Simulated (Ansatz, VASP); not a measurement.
Pd in VASP and in Ansatz

INCAR

```
PREC = Accurate
ENCUT = 500
EDIFF = 1E-6
ISMEAR = -1
SIGMA = 0.08
LREAL = False
LASPH = True
NELM = 120
ALGO = Normal
ISIF = 2
LWAVE = False
LCHARG = False
NBANDS = 11
GGA_COMPAT = False
```

The input KPOINTS:

```
Automatic mesh
0
Gamma
  19 19 19
```

Contents of POSCAR:

```
Pd
1.0
    0.0000000000      1.8404748457      1.8404748457
    1.8404748457      0.0000000000      1.8404748457
    1.8404748457      1.8404748457      0.0000000000
Pd
1
Direct
    0.0000000000      0.0000000000      0.0000000000
```

Input for Ansatz:

```yaml
crystal:
  lattice:
    - [0.0, 1.8404748457, 1.8404748457]
    - [1.8404748457, 0.0, 1.8404748457]
    - [1.8404748457, 1.8404748457, 0.0]
  atoms:
    - { symbol: Pd, position: [0.0, 0.0, 0.0] }
kpoints:
  mp_grid: { grid: [19, 19, 19] }
scf:
  occupations: { method: fermi_dirac, width: 0.08 }
hamiltonian:
  xc: lda
  pseudopotentials: { kind: paw }
output:
  forces: true
  stress: true
  eigenvalues: true
  populations: true
  write_density: true
  write_potential: true
  elf: true
  volumetric_format: npy
```

Change from the starting cell: volume scaled by 0.88, PAW files.

Alike in both runs: task single point; functional LDA; k mesh 19 × 19 × 19; occupations fermi-dirac, width 0.08 eV; no spin polarisation.

|  | VASP | Ansatz |
| --- | --- | --- |
| version | VASP 6.6.1 | Ansatz 0.2.0 |
| potentials or method | VASP PAW LDA potentials, release 64 (Pd) | PAW with Ansatz's default frozen-core files, scalar-relativistic |
| plane-wave cutoff (eV) | 500 | 420 |
| valence electrons in the cell | 10 | 18 |

Ansatz gave:

* pressure (GPa): 40.6

Problem. What did VASP give for the same quantities?

Solution. Pressure (GPa): 41.1.

LDA's correlation is that of Perdew and Zunger in VASP and of Perdew and Wang (1992) in Ansatz. Both programs put the cell under a high pressure, so it lies far from rest at this level. VASP's potentials hold 10 valence electrons a cell and Ansatz's 18, so a difference there can come from the potentials and not from the codes.
